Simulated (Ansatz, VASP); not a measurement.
One calculation of Rb, two programs

POSCAR

```
Rb
1.0
   -2.8025000000      2.8025000000      2.8025000000
    2.8025000000     -2.8025000000      2.8025000000
    2.8025000000      2.8025000000     -2.8025000000
Rb
1
Direct
    0.0000000000      0.0000000000      0.0000000000
```

INCAR.step1

```
SYSTEM = Rb
  PREC = Accurate
  ENCUT = 550
  ISMEAR = -1
  SIGMA = 0.05
  LREAL = .False.
  LASPH = .True.
  NELM = 120
  NBANDS = 10
  GGA = PE
  ALGO = Normal
  EDIFF = 1E-5
  LWAVE = .True.
  LCHARG = .False.
  GGA_COMPAT = .False.
```

INCAR.step2

```
SYSTEM = Rb
  PREC = Accurate
  ENCUT = 550
  EDIFF = 1E-6
  ISMEAR = -1
  SIGMA = 0.05
  LREAL = .False.
  LASPH = .True.
  NELM = 120
  ALGO = Normal
  ISIF = 2
  LWAVE = .False.
  LCHARG = .False.
  METAGGA = R2SCAN
  LMIXTAU = .True.
  NBANDS = 10
  ISTART = 1
  GGA_COMPAT = .False.
```

Contents of KPOINTS:

```
regular mesh
0
Gamma
  7 7 7
  0 0 0
```

Input for Ansatz:

```yaml
crystal:
  lattice:
    - [-2.8025, 2.8025, 2.8025]
    - [2.8025, -2.8025, 2.8025]
    - [2.8025, 2.8025, -2.8025]
  atoms:
    - { symbol: Rb, position: [0.0, 0.0, 0.0] }
basis:
  ecutwfc: 550.0
kpoints:
  mp_grid:
    grid: [7, 7, 7]
hamiltonian:
  xc: r2scan
scf:
  occupations:
    method: fermi_dirac
    width: 0.05
output:
  stress: true
```

Alike in both runs: task single point; functional r2SCAN; k mesh 7 × 7 × 7; occupations fermi-dirac, width 0.05 eV; no spin polarisation.

|  | VASP | Ansatz |
| --- | --- | --- |
| version | VASP 6.6.1 | Ansatz 0.2.0 |
| potentials or method | VASP PAW PBE potentials, release 64 (Rb_sv), cutoff 550 eV | plane waves, PAW |
| valence electrons in the cell | 9 | 9 |

|  | VASP | Ansatz | Ansatz less VASP |
| --- | --- | --- | --- |
| pressure (GPa) | 0.2 | 0.2 | 0.00 |

VASP's potentials were made for PBE, not for r2SCAN. The functional is the same, so the differences come from potentials, cutoffs and numerics.
